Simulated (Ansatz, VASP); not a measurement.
ZnS: VASP beside Ansatz

The input INCAR:

```
SYSTEM = ZnS
PREC     = Accurate       ! precision mode
ENCUT    = 600            ! plane-wave cutoff, eV
EDIFF    = 1E-6           ! SCF threshold, eV
ISMEAR   = -1             ! smearing method
SIGMA    = 0.05           ! smearing width, eV
LREAL    = .False.        ! projectors in reciprocal space
LASPH    = .True.         ! aspherical terms in the spheres
NELM     = 80             ! most SCF steps
ALGO     = Normal         ! electronic algorithm
ISIF     = 3              ! what is computed and relaxed
LWAVE    = .False.        ! write WAVECAR
LCHARG   = .False.        ! write CHGCAR
GGA      = PS             ! functional
IVDW     = 13             ! dispersion correction
IBRION   = 2              ! ionic algorithm
NSW      = 60             ! ionic steps
EDIFFG   = -0.01          ! ionic threshold
```

File KPOINTS:

```
Automatic mesh
0
Gamma
  9 9 9
  0 0 0
```

Contents of POSCAR:

```
ZnS
1.0
    0.0000000000      2.7020000000      2.7020000000
    2.7020000000      0.0000000000      2.7020000000
    2.7020000000      2.7020000000      0.0000000000
Zn S
1 1
Direct
    0.7500000000      0.7500000000      0.7500000000
    0.0000000000      0.0000000000      0.0000000000
```

input.yaml

```yaml
crystal:
  lattice:
    - [0.0, 2.702, 2.702]
    - [2.702, 0.0, 2.702]
    - [2.702, 2.702, 0.0]
  atoms:
    - { symbol: Zn, position: [0.75, 0.75, 0.75] }
    - { symbol: S, position: [0.0, 0.0, 0.0] }
hamiltonian:
  xc: pbesol
  pseudopotentials: { kind: paw }
  dispersion: d4
kpoints:
  mp_grid: { grid: [9, 9, 9] }
scf:
  occupations: { method: fermi_dirac, width: 0.05 }
output:
  forces: true
  stress: true
  write_density: true
  write_potential: true
  elf: true
  volumetric_format: npy
relax:
  f_tol: 0.01
  max_steps: 40
  cell: { stress_tol: 0.05 }
```

Alike in both runs: task relaxation of cell and atoms; functional PBEsol; dispersion D4; k mesh 9 × 9 × 9; occupations fermi-dirac, width 0.05 eV; no spin polarisation.

|  | VASP | Ansatz |
| --- | --- | --- |
| version | VASP 6.6.1 | Ansatz 0.2.0 |
| potentials or method | VASP PAW PBE potentials, release 64 (Zn, S) | Ansatz PAW |
| plane-wave cutoff (eV) | 600 | 420 |
| valence electrons in the cell | 18 | 18 |

```tsv
	VASP	Ansatz	Ansatz less VASP
gap on the k mesh at the Fermi level, each at its own relaxed structure (eV)	2.16	2.16	+0.006
relaxed volume (Å³/atom)	18.93	18.87	-0.064
relaxed cell length with the largest relative difference (Å)	3.769	3.765	-0.0042
```

VASP's potentials were made for PBE, not for PBEsol.

Noted on Ansatz's run: odd divisions of the mesh miss points on the zone boundary, where band edges often lie, so the gap on the mesh can be too wide; the plane-wave basis is chosen anew once the cell has moved, so the energies of steps on either side of that aren't comparable.
